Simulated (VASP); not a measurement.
A run of VASP 6.6.1 is set up as follows.

INCAR

```
SYSTEM = Bi
  ALGO = Normal
  EDIFF = 1E-6
  ENCUT = 500
  GGA = PS
  GGA_COMPAT = .False.
  ISIF = 2
  ISMEAR = -1
  LASPH = .True.
  LCHARG = .False.
  LREAL = .False.
  LWAVE = .False.
  NBANDS = 22
  NELM = 120
  PREC = Accurate
  SIGMA = 0.05
```

The input KPOINTS:

```
k-points
0
Gamma
  13 13 7
  0 0 0
```

POSCAR

```
Bi
1.0
    3.2855991857      0.0000000000      0.0000000000
   -1.6427995928      2.8454123615      0.0000000000
    0.0000000000      0.0000000000      5.1667719010
Bi
2
Direct
    0.3333333333      0.6666666667      0.2500000000
    0.6666666667      0.3333333333      0.7500000000
```

Potentials or basis: VASP PAW PBE potentials, release 64 (Bi_d).

Command:

```sh
$ cat potpaw_PBE.64/Bi_d/POTCAR > POTCAR
$ mpirun -np 1 vasp_std > vasp.out
```

Predict the band gap on the k mesh.

zero (band 15 reaches 16.26 eV, above the bottom of band 16 at 8.29 eV).

Estimate the pressure.

21.9 GPa.

Caveat: the PAW data sets were made with another functional, which shifts forces and pressure a little; spin-orbit coupling is left out, which moves the levels of the heavy elements.
